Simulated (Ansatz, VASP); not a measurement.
# One calculation of GaAs, two programs

```
CELL_PARAMETERS angstrom
0.00000 2.91808 2.75937
2.91808 0.00000 2.75937
2.91808 2.91808 0.00000
ATOMIC_POSITIONS crystal
Ga 0.00000 0.00000 0.00000
As 0.25000 0.25000 0.25000
```

Change from the starting cell: epitaxial_xy strain +3.0%.

Alike in both runs: task single point; functional HSE06; k mesh 6 × 6 × 6; occupations fermi-dirac, width 0.02 eV; no spin polarisation.

|  | VASP | Ansatz |
| --- | --- | --- |
| version | VASP 6.6.1 | Ansatz 0.2.0 |
| potentials or method | VASP PAW PBE potentials, release 64 (Ga_d, As) | plane waves, PAW |
| plane-wave cutoff (eV) | 520 | 420 |
| valence electrons in the cell | 18 | 28 |

```csv
,VASP,Ansatz,Ansatz less VASP
gap on the k mesh at the Fermi level (eV),0.86,0.86,+0.006
pressure (GPa),-1.8,-1.7,+0.12
"traceless stress, the component that is largest in VASP (GPa)",2.29,2.27,-0.012
```

VASP's potentials hold 18 valence electrons a cell and Ansatz's 28, so a difference there can come from the potentials and not from the codes. Ansatz's warnings: stress exchange threshold loose, stress scf threshold loose.
